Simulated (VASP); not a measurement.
# Rb3SrCl (R32) in VASP: a series of runs

Runs on Rb3SrCl. Level: PBE. Tasks: single point, relaxation of cell and atoms.

Everything below comes from runs of VASP 6.6.1. Logs are shortened: lines on timing, memory, paths and dates and some standing lists are left out, and cuts for length are marked.

**1. The cell of the first run**

It takes space group R32 (No. 155, trigonal). Conventional cell: a = 7.987 Å, b = 7.987 Å, c = 10.196 Å, α = 90.00°, β = 90.00°, γ = 120.00°. Within 3.8 Å of Rb (site symmetry 2) lie 2 Cl at 2.90 Å and 1 Sr at 3.56 Å and 2 Rb at 3.74 Å. Within 4.7 Å of Sr (site symmetry 32) lie 12 Rb at 3.56 to 4.43 Å. Within 3.8 Å of Cl (site symmetry 32) lie 6 Rb at 2.90 Å.

**2. Single point, PBE**

INCAR reads:

```
ALGO = Normal
EDIFF = 1E-6
ENCUT = 520
GGA = PE
ISIF = 2
ISMEAR = 0
LASPH = T
LCHARG = F
LREAL = F
LWAVE = F
NBANDS = 30
NELM = 80
PREC = Accurate
SIGMA = 0.1
```

KPOINTS reads:

```
k-points
0
Gamma
  3 3 3
```

POSCAR reads:

```
Rb3SrCl
1.0
    3.9935740700      2.3056910600      3.3985763700
   -3.9935740700      2.3056910600      3.3985763700
    0.0000000000     -4.6113821300      3.3985763700
Rb Sr Cl
3 1 1
Direct
    0.5543230600      0.4456769400      0.0000000000
    0.0000000000      0.5543230600      0.4456769400
    0.4456769400      0.0000000000      0.5543230600
    0.0000000000      0.0000000000      0.0000000000
    0.5000000000      0.5000000000      0.5000000000
```

Potentials or basis: VASP PAW PBE potentials, release 64 (Rb_sv, Sr_sv, Cl).

Run with:

```console
> cat potpaw_PBE.64/Rb_sv/POTCAR potpaw_PBE.64/Sr_sv/POTCAR potpaw_PBE.64/Cl/POTCAR > POTCAR
> mpirun -np 1 vasp_std > vasp.out
```

OUTCAR:

```text
EDIFF = 1E-6
   ENCUT = 520
   GGA = PE
   ISIF = 2
   ISMEAR = 0
   LASPH = T
   LREAL = F
   NELM = 80
   PREC = Accurate

 ion  position               nearest neighbor table
   1  0.554  0.446  0.000-   5 2.90   5 2.90   4 3.56   3 3.74   2 3.74   2 4.06   3 4.06   3 4.06
                             2 4.06   4 4.13   4 4.13   4 4.43   3 4.57   2 4.57
   2  0.000  0.554  0.446-   5 2.90   5 2.90   4 3.56   3 3.74   1 3.74   1 4.06   1 4.06   3 4.06
                             3 4.06   4 4.13   4 4.13   4 4.43   3 4.57   1 4.57
   3  0.446  0.000  0.554-   5 2.90   5 2.90   4 3.56   2 3.74   1 3.74   1 4.06   1 4.06   2 4.06
                             2 4.06   4 4.13   4 4.13   4 4.43   2 4.57   1 4.57
   4  0.000  0.000  0.000-   2 3.56   3 3.56   1 3.56   1 4.13   1 4.13   2 4.13   3 4.13   3 4.13
                             2 4.13   3 4.43   2 4.43   1 4.43
   5  0.500  0.500  0.500-   2 2.90   3 2.90   3 2.90   2 2.90   1 2.90   1 2.90

  LATTYP: Found a trigonal (rhomboedric) cell.
 ALAT       =     5.7284523616
 COS(alpha) =     0.0279717842

  Lattice vectors:

 A1 = (   3.9935740700,   2.3056910600,   3.3985763700)
 A2 = (  -3.9935740700,   2.3056910600,   3.3985763700)
 A3 = (   0.0000000000,  -4.6113821300,   3.3985763700)

Analysis of symmetry for initial positions (statically):
=====================================================================
 Subroutine PRICEL returns:
 Original cell was already a primitive cell.

 Routine SETGRP: Setting up the symmetry group for a
 trigonal (rhombohedral) supercell.

 Subroutine GETGRP returns: Found  6 space group operations
 (whereof  6 operations were pure point group operations)
 out of a pool of 12 trial point group operations.

The static configuration has the point symmetry D_3 .

Analysis of symmetry for dynamics (positions and initial velocities):
=====================================================================
 Subroutine PRICEL returns:
 Original cell was already a primitive cell.

 Routine SETGRP: Setting up the symmetry group for a
 trigonal (rhombohedral) supercell.

 Subroutine GETGRP returns: Found  6 space group operations
 (whereof  6 operations were pure point group operations)
 out of a pool of 12 trial point group operations.

The dynamic configuration has the point symmetry D_3 .

 Subroutine INISYM returns: Found  6 space group operations
 (whereof  6 operations are pure point group operations),
 and found     1 'primitive' translations

----------------------------------------------------------------------------------------

                                     Primitive cell

  volume of cell :     187.7635

  direct lattice vectors                    reciprocal lattice vectors
     3.993574070  2.305691060  3.398576370     0.125201133  0.072284908  0.098080283
    -3.993574070  2.305691060  3.398576370    -0.125201133  0.072284908  0.098080283
     0.000000000 -4.611382130  3.398576370     0.000000000 -0.144569816  0.098080283

  length of vectors
     5.728452362  5.728452362  5.728452364     0.174700240  0.174700240  0.174700240

  position of ions in fractional coordinates (direct lattice)
     0.554323060  0.445676940  0.000000000
     0.000000000  0.554323060  0.445676940
     0.445676940  0.000000000  0.554323060
     0.000000000  0.000000000  0.000000000
     0.500000000  0.500000000  0.500000000

  ion indices of the primitive-cell ions
   primitive index   ion index
                 1           1
                 2           2
                 3           3
                 4           4
                 5           5

----------------------------------------------------------------------------------------

 KPOINTS: k-points

Automatic generation of k-mesh.
 Grid dimensions read from file:
 generate k-points for:    3    3    3

 Generating k-lattice:

  Cartesian coordinates                     Fractional coordinates (reciprocal lattice)
     0.041733711  0.024094969  0.032693428     0.333333333  0.000000000  0.000000000
    -0.041733711  0.024094969  0.032693428     0.000000000  0.333333333  0.000000000
     0.000000000 -0.048189939  0.032693428     0.000000000  0.000000000  0.333333333

  Length of vectors
     0.058233413  0.058233413  0.058233413

  Shift w.r.t. Gamma in fractional coordinates (k-lattice)
     0.000000000  0.000000000  0.000000000

 Subroutine IBZKPT returns following result:
 ===========================================

 Found      6 irreducible k-points:

 Following reciprocal coordinates:
            Coordinates               Weight
  0.000000  0.000000  0.000000      1.000000
  0.333333 -0.000000 -0.000000      6.000000
  0.333333  0.333333 -0.000000      6.000000
 -0.333333  0.333333  0.000000      6.000000
  0.333333  0.333333  0.333333      2.000000
 -0.333333  0.333333  0.333333      6.000000
   k-points           NKPTS =      6   k-points in BZ     NKDIM =      6   number of bands    NBANDS=     30
   number of dos      NEDOS =    301   number of ions     NIONS =      5
   total plane-waves  NPLWV = 110592
   dimension x,y,z NGX =    48 NGY =   48 NGZ =   48
   dimension x,y,z NGXF=    96 NGYF=   96 NGZF=   96
   ions per type =               3   1   1
   NGX,Y,Z   is equivalent  to a cutoff of  13.93, 13.93, 13.93 a.u.
   NGXF,Y,Z  is equivalent  to a cutoff of  27.86, 27.86, 27.86 a.u.
 SYSTEM =  unknown system
   PREC   = accura    normal or accurate (medium, high low for compatibility)
   ISTART =      0    job   : 0-new  1-cont  2-samecut
   ICHARG =      2    charge: 1-file 2-atom 10-const
   ISPIN  =      1    spin polarized calculation?
   LNONCOLLINEAR =      F non collinear calculations
   LSORBIT =      F    spin-orbit coupling
   LASPH  =      T    aspherical Exc in radial PAW
   ENCUT  =  520.0 eV  38.22 Ry    6.18 a.u.  10.65 10.65 10.65*2*pi/ulx,y,z
   NELM   =     80;   NELMIN=  2; NELMDL= -5     # of ELM steps
   EDIFF  = 0.1E-05   stopping-criterion for ELM
   LREAL  =      F    real-space projection
   EDIFFG = 0.1E-04   stopping-criterion for IOM
   NSW    =      0    number of steps for IOM
   IBRION =     -1    ionic relax: 0-MD 1-quasi-New 2-CG
   NFREE  =      0    steps in history (QN), initial steepest desc. (CG)
   ISIF   =      2    stress and relaxation
   ISYM   =      2    0-nonsym 1-usesym 2-fastsym
   POTIM  = 0.5000    time-step for ionic-motion
   TEBEG  =    0.0;   TEEND  =   0.0 temperature during run
   PSTRESS=    0.0 pullay stress
   NELECT =      44.0000    total number of electrons
   NUPDOWN=      -1.0000    fix difference up-down
   EMIN   =  10.00;   EMAX   =-10.00  energy-range for DOS
   EFERMI =   0.00;   METHOD = LEGACY
   ISMEAR =     0;   SIGMA  =   0.10  broadening in eV -4-tet -1-fermi 0-gaus
   EFERMI_NEDOS =   21; number of points for ismear=-14 and -15
   IALGO  =     38    algorithm
   IMIX   =      4    mixing-type and parameters
     AMIX     =   0.40;   BMIX     =  1.00
     AMIX_MAG =   1.60;   BMIX_MAG =  1.00
  volume/ion in A,a.u.               =      37.55       253.42
  Fermi-wavevector in a.u.,A,eV,Ry     =   1.009304  1.907308 13.860182  1.018695
  Thomas-Fermi vector in A             =   2.142224
   LORBIT       =      0    0 simple, 1 ext, 2 COOP (PROOUT), +10 PAW based schemes
   GGA     = PE    functional components
   LHFCALC =     F    Hartree Fock is set to
   AEXX    =    0.0000 exact exchange contribution
   IVDW    =     0    specifies the selected vdW correction
   LEPSILON=     F    determine dielectric tensor
   LRPA    =     F    only Hartree local field effects (RPA)
 non-spin polarized calculation
 Gauss-broadening in eV      SIGMA  =   0.10
  energy-cutoff  :      520.00
  volume of cell :      187.76
 maximum number of plane-waves:      5059
 NGX is ok and might be reduce to    42
   NGX = 21   NGY = 21   NGZ = 21

 number of electron      44.0000003 magnetization

 Free energy of the ion-electron system (eV)
  ---------------------------------------------------
  ext. energy  EPLUGINS =         0.00000000
  ---------------------------------------------------
  free energy    TOTEN  =        -6.76262407 eV

  energy without entropy =       -6.70941311  energy(sigma->0) =       -6.73601859

 E-fermi :   2.9128     XC(G=0):  -7.9554

 val. band max:        2.8932496339   @ k =  -0.3333   0.3333   0.0000
 cond. band min:       2.9133869198   @ k =   0.3333  -0.0000  -0.0000
 fundamental gap:      0.0201372859
 Fermi energy:         2.9128293402

 k-point     1 :       0.0000    0.0000    0.0000
  band No.  band energies     occupation
      1     -34.2906      2.00000
      2     -25.6329      2.00000
      3     -25.5329      2.00000
      4     -25.5329      2.00000
      5     -16.3323      2.00000
      6     -16.3323      2.00000
[... 22 lines left out ...]
     29       5.9578      0.00000
     30       5.9578      0.00000

 k-point     2 :       0.3333   -0.0000   -0.0000
  band No.  band energies     occupation
      1     -34.2906      2.00000
      2     -25.6126      2.00000
      3     -25.5610      2.00000
      4     -25.5234      2.00000
      5     -16.3321      2.00000
      6     -16.3315      2.00000
[... 22 lines left out ...]
     29       5.1650      0.00000
     30       5.3067      0.00000

 k-point     3 :       0.3333    0.3333   -0.0000
  band No.  band energies     occupation
      1     -34.2905      2.00000
      2     -25.5920      2.00000
      3     -25.5740      2.00000
      4     -25.5289      2.00000
      5     -16.3341      2.00000
      6     -16.3314      2.00000
[... 22 lines left out ...]
     29       5.2216      0.00000
     30       5.8499      0.00000

 k-point     4 :      -0.3333    0.3333    0.0000
  band No.  band energies     occupation
      1     -34.2905      2.00000
      2     -25.6013      2.00000
      3     -25.5525      2.00000
      4     -25.5411      2.00000
      5     -16.3327      2.00000
      6     -16.3318      2.00000
[... 22 lines left out ...]
     29       5.1631      0.00000
     30       6.1587      0.00000

 k-point     5 :       0.3333    0.3333    0.3333
  band No.  band energies     occupation
      1     -34.2905      2.00000
      2     -25.5809      2.00000
      3     -25.5738      2.00000
      4     -25.5379      2.00000
      5     -16.3361      2.00000
      6     -16.3340      2.00000
[... 22 lines left out ...]
     29       5.1592      0.00000
     30       6.4435      0.00000

 k-point     6 :      -0.3333    0.3333    0.3333
  band No.  band energies     occupation
      1     -34.2905      2.00000
      2     -25.5872      2.00000
      3     -25.5613      2.00000
      4     -25.5441      2.00000
      5     -16.3348      2.00000
      6     -16.3331      2.00000
[... 22 lines left out ...]
     29       5.0541      0.00000
     30       6.2884      0.00000

------------------------ aborting loop because EDIFF is reached ----------------------------------------

  FORCE on cell =-STRESS in cart. coord.  units (eV):
  Direction    XX          YY          ZZ          XY          YZ          ZX
  --------------------------------------------------------------------------------------
  -------------------------------------------------------------------------------------
  Total        9.9557367      9.9557367      9.3597344      0.0000000     -0.0000000      0.0000000
  in kB       84.9518501     84.9518501     79.8661896      0.0000000     -0.0000001      0.0000000
  external PRESSURE =      83.2566299 kB  Pullay stress =       0.0000000 kB

 VOLUME and BASIS-vectors are now :
 -----------------------------------------------------------------------------
  energy-cutoff  :      520.00
  volume of cell :      187.76
      direct lattice vectors                 reciprocal lattice vectors
     3.993574070  2.305691060  3.398576370     0.125201133  0.072284908  0.098080283
    -3.993574070  2.305691060  3.398576370    -0.125201133  0.072284908  0.098080283
     0.000000000 -4.611382130  3.398576370     0.000000000 -0.144569816  0.098080283

 POSITION                                       TOTAL-FORCE (eV/Angst)
 -----------------------------------------------------------------------------------
      0.43389      2.30569      3.39858        -0.294645     -0.000000      0.000000
     -2.21373     -0.77709      3.39858         0.147322     -0.255170     -0.000000
      1.77984     -1.52860      3.39858         0.147322      0.255170     -0.000000
      0.00000      0.00000      0.00000         0.000000      0.000000     -0.000000
      0.00000     -0.00000      5.09786         0.000000     -0.000000     -0.000000
 -----------------------------------------------------------------------------------
    total drift:                                0.000000      0.000000      0.000000

  FREE ENERGIE OF THE ION-ELECTRON SYSTEM (eV)
  ---------------------------------------------------
  free  energy   TOTEN  =        -6.7626240735 eV

  energy  without entropy=       -6.7094131147  energy(sigma->0) =       -6.73601859
```

Run time: 54 s. Hardware: 1 thread of AMD EPYC 7R43 (Zen 3), shared host; peak memory 0.29 GiB.

Results:

| Quantity | Value |
| --- | --- |
| Free energy | -6.7626 eV |
| Pressure | 8.3 GPa |
| Largest force | 0.295 eV/Å |
| Band gap on the k mesh | zero (band 22 reaches 3.07 eV, above the bottom of band 23 at 2.52 eV) |

Forces on the atoms (eV/Å):
```
Rb  -0.295  0.000  0.000
Rb   0.147 -0.255  0.000
Rb   0.147  0.255  0.000
Sr   0.000  0.000  0.000
Cl   0.000  0.000  0.000
```

Caveat: the k points lie up to 0.37 Å⁻¹ apart.

**3. Relaxation of cell and atoms, PBE**

INCAR reads:

```
PREC     = Accurate       # precision mode
ENCUT    = 600            # plane-wave cutoff, eV
EDIFF    = 1E-6           # SCF threshold, eV
ISMEAR   = 0              # smearing method
SIGMA    = 0.1            # smearing width, eV
LREAL    = F              # projectors in reciprocal space
LASPH    = T              # aspherical terms in the spheres
NELM     = 100            # most SCF steps
ALGO     = Normal         # electronic algorithm
ISIF     = 3              # what is computed and relaxed
LWAVE    = F              # write WAVECAR
LCHARG   = F              # write CHGCAR
GGA      = PE             # functional
IBRION   = 2              # ionic algorithm
NSW      = 90             # ionic steps
EDIFFG   = -0.04          # ionic threshold
```

KPOINTS reads:

```
regular mesh
0
Gamma
  3 3 3
```

POSCAR is that of step 2.

Potentials or basis: VASP PAW PBE potentials, release 64 (Rb_sv, Sr_sv, Cl).

Run with:

```console
> cat potpaw_PBE.64/Rb_sv/POTCAR potpaw_PBE.64/Sr_sv/POTCAR potpaw_PBE.64/Cl/POTCAR > POTCAR
> mpirun -np 1 vasp_std > vasp.out
```

OUTCAR:

```text
PREC = Accurate
   ENCUT = 600
   EDIFF = 1E-6
   ISMEAR = 0
   LREAL = F
   LASPH = T
   NELM = 100
   ISIF = 3
   GGA = PE
   IBRION = 2
   NSW = 90
   EDIFFG = -0.04

 ion  position               nearest neighbor table
   1  0.554  0.446  0.000-   5 2.90   5 2.90   4 3.56   3 3.74   2 3.74   2 4.06   3 4.06   3 4.06
                             2 4.06   4 4.13   4 4.13   4 4.43   3 4.57   2 4.57
   2  0.000  0.554  0.446-   5 2.90   5 2.90   4 3.56   3 3.74   1 3.74   1 4.06   1 4.06   3 4.06
                             3 4.06   4 4.13   4 4.13   4 4.43   3 4.57   1 4.57
   3  0.446  0.000  0.554-   5 2.90   5 2.90   4 3.56   2 3.74   1 3.74   1 4.06   1 4.06   2 4.06
                             2 4.06   4 4.13   4 4.13   4 4.43   2 4.57   1 4.57
   4  0.000  0.000  0.000-   2 3.56   3 3.56   1 3.56   1 4.13   1 4.13   2 4.13   3 4.13   3 4.13
                             2 4.13   3 4.43   2 4.43   1 4.43
   5  0.500  0.500  0.500-   2 2.90   3 2.90   3 2.90   2 2.90   1 2.90   1 2.90

  LATTYP: Found a trigonal (rhomboedric) cell.
 ALAT       =     5.7284523616
 COS(alpha) =     0.0279717842
[... 288 lines left out ...]

 number of electron      43.9999998 magnetization

------------------------ aborting loop because EDIFF is reached ----------------------------------------
[... 73 lines left out ...]
--------------------------------------- Ionic step       15  -------------------------------------------

 number of electron      43.9999997 magnetization

 Free energy of the ion-electron system (eV)
  ---------------------------------------------------
  ext. energy  EPLUGINS =         0.00000000
  ---------------------------------------------------
  free energy    TOTEN  =        -9.18985207 eV

  energy without entropy =       -9.15759247  energy(sigma->0) =       -9.17372227

 E-fermi :   0.8028     XC(G=0):  -6.3064

 val. band max:        0.7441521941   @ k =   0.3333   0.3333  -0.0000
 cond. band min:       0.9189182160   @ k =   0.3333   0.3333   0.3333
 fundamental gap:      0.1747660219
 Fermi energy:         0.8027540826

 k-point     1 :       0.0000    0.0000    0.0000
  band No.  band energies     occupation
      1     -36.9942      2.00000
      2     -27.6492      2.00000
      3     -27.6404      2.00000
      4     -27.6404      2.00000
      5     -18.9290      2.00000
      6     -18.9290      2.00000
[... 195 lines left out ...]
  FREE ENERGIE OF THE ION-ELECTRON SYSTEM (eV)
  ---------------------------------------------------
  free  energy   TOTEN  =        -9.1898520743 eV

  energy  without entropy=       -9.1575924695  energy(sigma->0) =       -9.17372227

 reached required accuracy - stopping structural energy minimisation
```

OSZICAR:

```text
N       E                     dE             d eps       ncg     rms          rms(c)
DAV:   1     0.333242351250E+03    0.33324E+03   -0.21835E+04   312   0.165E+03
DAV:   2     0.198290973388E+02   -0.31341E+03   -0.31081E+03   446   0.310E+02
DAV:   3    -0.589168019683E+01   -0.25721E+02   -0.25592E+02   388   0.838E+01
[... 168 lines left out ...]
DAV:   5    -0.918934847988E+01   -0.10679E-02   -0.23197E-03   500   0.201E-01    0.247E-01
DAV:   6    -0.918985238996E+01   -0.50391E-03   -0.14188E-03   462   0.181E-01    0.329E-02
DAV:   7    -0.918985296080E+01   -0.57084E-06   -0.50025E-05   396   0.398E-02    0.125E-02
DAV:   8    -0.918985278086E+01    0.17994E-06   -0.15885E-05   372   0.103E-02    0.801E-03
DAV:   9    -0.918985207431E+01    0.70655E-06   -0.10107E-06   250   0.397E-03
  15 F= -.91898521E+01 E0= -.91737223E+01  d E =-.353393E-02
```

It took 12 min on 1 thread of AMD EPYC 7R43 (Zen 3), shared host; peak memory 0.32 GiB.

What came out:

| Property | Result |
| --- | --- |
| Free energy | -9.1899 eV |
| Relaxed volume | 62.11 Å³/atom |
| Relaxed cell | a = 6.772 Å, b = 6.772 Å, c = 6.772 Å, α = 89.90°, β = 89.90°, γ = 89.90° |
| Space group after relaxing (to 0.05 Å) | Pm-3m (No. 221) |
| Energy gained by relaxing | 485.3 meV/atom |
| Ionic steps | 15 |
| Pressure after relaxing | 0.0 GPa |
| Band gap on the k mesh | zero (band 22 reaches 1.00 eV, above the bottom of band 23 at 0.74 eV) |

Forces in eV/Å, atoms in the order of the input:
```
Rb  -0.002  0.000  0.000
Rb   0.001 -0.002  0.000
Rb   0.001  0.002  0.000
Sr   0.000  0.000  0.000
Cl   0.000  0.000  0.000
```

The path:
```
step  energy change (eV)  largest force (eV/Å)  pressure (GPa)  volume (Å³)
   1              0.0000                0.2947            8.34       187.76
   2             -1.7729                0.3815            2.35       246.03
   3             -2.1431                0.3410            0.71       286.04
   4             -2.0638                0.2155           -0.69       378.60
   5             -2.2089                0.2852           -0.16       325.78
   6             -2.2120                0.2949           -0.04       318.82
   7             -2.2117                0.2992            0.01       315.73
   8             -2.2281                0.2870            0.00       315.72
   9             -2.2722                0.2507           -0.02       315.66
  10             -2.3378                0.1837           -0.05       315.39
  11             -2.3896                0.0629           -0.06       314.30
  12             -2.4190                0.0287            0.07       307.73
  13             -2.4232                0.0105            0.15       304.04
  14             -2.4216                0.0059           -0.15       318.60
  15             -2.4267                0.0025            0.00       310.54
```

Final structure:
```xyz
5
Lattice="4.7841 2.7621 3.9168 -4.7841 2.7621 3.9168 0.0000 -5.5242 3.9168" Properties=species:S:1:pos:R:3 pbc="T T T"
Rb    0.0045    2.7621    3.9168
Rb   -2.3943   -1.3771    3.9168
Rb   -2.3943    1.3771    7.8336
Sr    0.0000    0.0000    0.0000
Cl    0.0000    0.0000    5.8752
```

Caveat: the k points lie up to 0.31 Å⁻¹ apart in the final cell; the volume moved by over 15 % at a fixed basis, so the end points are rough.
